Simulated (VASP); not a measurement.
Input of a VASP 6.6.1 run:

POSCAR

```
Ni
1.0
    0.0000000000      1.7392116818      1.7392116818
    1.7392116818      0.0000000000      1.7392116818
    1.7392116818      1.7392116818      0.0000000000
Ni
1
Direct
    0.0000000000      0.0000000000      0.0000000000
```

Contents of INCAR.step1:

```
SYSTEM = Ni
PREC = Accurate ; ENCUT = 520
ISMEAR = 0 ; SIGMA = 0.05
LREAL = .FALSE. ; LASPH = .TRUE.
NELM = 150 ; ISPIN = 2
MAGMOM = 0.89 ; LMAXMIX = 4
NBANDS = 15 ; GGA = PE
ALGO = Normal ; EDIFF = 1E-4
LWAVE = .TRUE. ; LCHARG = .FALSE.
```

Contents of INCAR.step2:

```
SYSTEM = Ni
PREC = Accurate ; ENCUT = 520
EDIFF = 1E-7 ; ISMEAR = 0
SIGMA = 0.05 ; LREAL = .FALSE.
LASPH = .TRUE. ; NELM = 150
ALGO = Normal ; ISIF = 2
LWAVE = .FALSE. ; LCHARG = .FALSE.
ISPIN = 2 ; MAGMOM = 0.89
LORBIT = 11 ; LMAXMIX = 4
METAGGA = R2SCAN ; LMIXTAU = .TRUE.
NBANDS = 15 ; ISTART = 1
```

KPOINTS

```
regular mesh
0
G
  22 22 22
  0 0 0
```

Potentials or basis: VASP PAW PBE potentials, release 64 (Ni).

Launch:

```bash
$ cat potpaw_PBE.64/Ni/POTCAR > POTCAR
$ cp INCAR.step1 INCAR
$ mpirun -np 1 vasp_std > vasp.out
$ cp INCAR.step2 INCAR
$ mpirun -np 1 vasp_std > vasp.out
```

(1) Predict the net moment.

(2) Estimate the site moments.

Results:

(1) 0.73 μB per cell.

(2) Ni +0.75 μB.
